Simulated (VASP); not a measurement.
# NaF: single point with PBE

The system is NaF.

```
Na F
1.0
     0.00000    2.29983    2.29983
     2.29983    0.00000    2.29983
     2.29983    2.29983    0.00000
Na F
1 1
Direct
  0.00000 0.00000 0.00000
  0.50000 0.50000 0.50000
```

This cell differs from its parent crystal: volume scaled by 0.97.

```yaml
Program: VASP 6.6.1
Task: single point
Functional: PBE
Potentials_or_basis: VASP PAW PBE potentials, release 64 (Na_pv, F)
Cutoff: 520 eV
k_mesh: 10 × 10 × 10
Occupations: fermi-dirac, width 0.02 eV
Spin: no spin polarisation
```

```
Pressure               : 3.3 GPa
Band gap on the k mesh : 6.42 eV, direct
```

Levels at points of the mesh, in eV from the valence-band top:
| k point | band 4 | band 5 | band 6 | band 7 | band 8 | band 9 | band 10 | band 11 |
| --- | --- | --- | --- | --- | --- | --- | --- | --- |
| (0.00, 0.00, 0.00) | -18.88 | 0.00 | 0.00 | 0.00 | 6.42 | 19.14 | 19.14 | 19.14 |
| (0.50, 0.00, 0.00) | -18.12 | -1.64 | -0.27 | -0.27 | 10.92 | 12.66 | 20.35 | 20.35 |
| (0.50, 0.50, 0.00) | -18.94 | -1.31 | -0.42 | -0.42 | 13.34 | 13.38 | 13.83 | 20.06 |

Wall time 4.5 s on 1 thread of Intel(R) Xeon(R) 6975P-C (Granite Rapids), with other jobs on the host, peak memory 0.13 GiB.

 A k mesh can miss the band edges.
